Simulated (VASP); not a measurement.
Crystal: BN.

```
N B
1.0
     2.50804    0.00000    0.00000
    -1.24671    2.17623    0.00000
    -0.63067   -1.08812    3.02254
N B
1 1
Direct
  0.66851 0.33238 0.98500
  0.97964 0.98350 0.00181
```

Program: VASP 6.6.1. Alike in all runs: task single point; no spin polarisation; cell as given; cutoff (eV) 520; smearing fermi-dirac 0.05 eV.

Order these runs on this cell by their band gap on the k mesh, lowest first.
A. level PBE; potentials or basis VASP PAW PBE potentials, release 64 (N, B); k mesh 13 × 13 × 9
B. level PBE0; potentials or basis VASP PAW PBE potentials, release 64 (N, B); k mesh 7 × 7 × 5; grid for exact exchange (PRECFOCK) Normal
C. level PBE-based screened hybrid; potentials or basis VASP PAW PBE potentials, release 64 (N, B); k mesh 7 × 7 × 5; grid for exact exchange (PRECFOCK) Normal; share of exact exchange 0.25; screening parameter 0.3 1/Å
D. level B3LYP; potentials or basis VASP PAW PBE potentials, release 64 (N, B); k mesh 7 × 7 × 5; grid for exact exchange (PRECFOCK) Normal
E. level LDA; potentials or basis VASP PAW LDA potentials, release 64 (N, B); k mesh 13 × 13 × 9

E (2.63 eV), A (2.84 eV), C (4.14 eV), D (4.86 eV), B (5.14 eV).

Caveats: some runs use coarse meshes; forces of over 1 eV/Å act on the atoms, so gaps and moduli don't describe the material at rest (some runs).

A k mesh can miss the band edges.
